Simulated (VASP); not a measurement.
Input of a VASP 6.6.1 run:

The input INCAR:

```
SYSTEM = YAlC6N6
PREC = Accurate ; ENCUT = 600
EDIFF = 1E-6 ; ISMEAR = 0
SIGMA = 0.02 ; LREAL = .False.
LASPH = .True. ; NELM = 80
ALGO = Normal ; ISIF = 3
LWAVE = .False. ; LCHARG = .False.
GGA = PE ; IBRION = 2
NSW = 100 ; EDIFFG = -0.01
```

Contents of KPOINTS:

```
regular mesh
0
Gamma
  4 4 4
  0 0 0
```

File POSCAR:

```
YAlC6N6
1.0
    0.0000000000      5.6436350475      5.6436350475
    5.6436350475      0.0000000000      5.6436350475
    5.6436350475      5.6436350475      0.0000000000
Y Al C N
1 1 6 6
Direct
    0.0000000000      0.0000000000      0.0000000000
    0.5000000000      0.5000000000      0.5000000000
    0.7778600734      0.2221399266      0.2221399266
    0.2221399266      0.7778600734      0.2221399266
    0.2221399266      0.2221399266      0.7778600734
    0.2221399266      0.7778600734      0.7778600734
    0.7778600734      0.2221399266      0.7778600734
    0.7778600734      0.7778600734      0.2221399266
    0.6747150582      0.3252849418      0.3252849418
    0.3252849418      0.6747150582      0.3252849418
    0.3252849418      0.3252849418      0.6747150582
    0.3252849418      0.6747150582      0.6747150582
    0.6747150582      0.3252849418      0.6747150582
    0.6747150582      0.6747150582      0.3252849418
```

Potentials or basis: VASP PAW PBE potentials, release 64 (Y_sv, Al, C, N).

Run with:

```console
$ cat potpaw_PBE.64/Y_sv/POTCAR potpaw_PBE.64/Al/POTCAR potpaw_PBE.64/C/POTCAR potpaw_PBE.64/N/POTCAR > POTCAR
$ mpirun -np 1 vasp_std > vasp.out
```

Problem. Predict the space group after relaxing (to 0.1 Å).

Solution. Fm-3m (No. 225).

Problem. Predict the relaxed cell.

Solution. a = 7.990 Å, b = 7.990 Å, c = 7.990 Å, α = 60.00°, β = 60.00°, γ = 60.00°.

Problem. What does it give for the band gap on the k mesh?

Solution. 4.47 eV.

Problem. What does it give for the relaxed volume?

Solution. 25.76 Å³/atom.

Step by step:
| step | energy change (eV) | largest force (eV/Å) | pressure (GPa) | volume (Å³) |
| --- | --- | --- | --- | --- |
| 1 | 0.0000 | 0.4002 | 0.49 | 359.51 |
| 2 | 0.4670 | 4.0064 | -3.65 | 363.61 |
| 3 | -0.0040 | 0.0415 | 0.10 | 359.84 |
| 4 | -0.0040 | 0.0314 | 0.12 | 359.83 |
| 5 | -0.0040 | 0.0233 | 0.12 | 359.82 |
| 6 | -0.0045 | 0.0055 | 0.02 | 360.65 |

A k mesh can miss the band edges.
